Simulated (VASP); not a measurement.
Set up this calculation in VASP 6.6.1, as the native input.

```yaml
Task: relaxation of cell and atoms
Functional: r2SCAN
Potentials_or_basis: VASP PAW PBE potentials, release 64 (Co)
Cutoff: 600 eV
k_mesh: 12 × 12 × 7
Occupations: fermi-dirac, width 0.05 eV
Spin: collinear spin, ferromagnetic start
Starting_moments: "[2.0, 2.0] μB"
Target_pressure: 30 GPa
Dipole_correction: no
Further_INCAR_settings: ALGO = Normal; EDIFF = 1e-07; IBRION = 2; EDIFFG = -0.01; NSW = 60; ISIF = 3
```

Co:

```xyz
2
Lattice="2.4720 0.0000 0.0000 -1.2360 2.1408 0.0000 0.0000 0.0000 4.0211" Properties=species:S:1:pos:R:3 pbc="T T T"
Co    1.2360    0.7136    3.0159
Co    0.0000    1.4272    1.0053
```

The input as run:

POSCAR

```
Co
1.0
    2.4719999032      0.0000000000      0.0000000000
   -1.2359999516      2.1408147143      0.0000000000
    0.0000000000      0.0000000000      4.0211440800
Co
2
Direct
    0.6666666667      0.3333333333      0.7500000000
    0.3333333333      0.6666666667      0.2500000000
```

INCAR.step1

```
PREC = Accurate
ENCUT = 600
ISMEAR = -1
SIGMA = 0.05
LREAL = F
LASPH = T
NELM = 150
ISPIN = 2
MAGMOM = 2 2
LMAXMIX = 4
GGA = PE
ALGO = Normal
EDIFF = 1E-4
LWAVE = T
LCHARG = F
```

INCAR.step2

```
PREC = Accurate
ENCUT = 600
EDIFF = 1E-7
ISMEAR = -1
SIGMA = 0.05
LREAL = F
LASPH = T
NELM = 150
ALGO = Normal
ISIF = 3
LWAVE = F
LCHARG = F
ISPIN = 2
MAGMOM = 2 2
LORBIT = 11
LMAXMIX = 4
METAGGA = R2SCAN
LMIXTAU = T
IBRION = 2
NSW = 60
EDIFFG = -0.01
PSTRESS = 300.0
ISTART = 1
```

KPOINTS

```
Automatic mesh
0
Gamma
  12 12 7
```

Potentials or basis: VASP PAW PBE potentials, release 64 (Co).

Command:

```console
$ cat potpaw_PBE.64/Co/POTCAR > POTCAR
$ cp INCAR.step1 INCAR
$ mpirun -np 1 vasp_std > vasp.out
$ cp INCAR.step2 INCAR
$ mpirun -np 1 vasp_std > vasp.out
```

Results of the run:

```yaml
Relaxed_volume: 9.59 Å³/atom
Relaxed_cell: a = 2.393 Å, b = 2.393 Å, c = 3.867 Å, α = 90.00°, β = 90.00°, γ = 120.00°
Space_group_after_relaxing_to_0.05_Å: P6_3/mmc (No. 194)
Energy_change_on_relaxing_the_enthalpy_is_what_falls: +87.8 meV/atom
Ionic_steps: 9
Pressure_after_relaxing: 30.1 GPa
Net_moment: 3.35 μB per cell
Site_moments: Co +1.70 μB
Valence_electrons_inside_the_program's_atomic_spheres: Co 8.57
```

Caveat: the cell is relaxed towards a set pressure, so the enthalpy falls and the energy may rise; the PAW data sets were made with another functional, which shifts forces and pressure a little.

It took 9.2 min on 1 thread of Intel(R) Xeon(R) 6975P-C (Granite Rapids), on a shared host, peak memory 0.2 GiB.
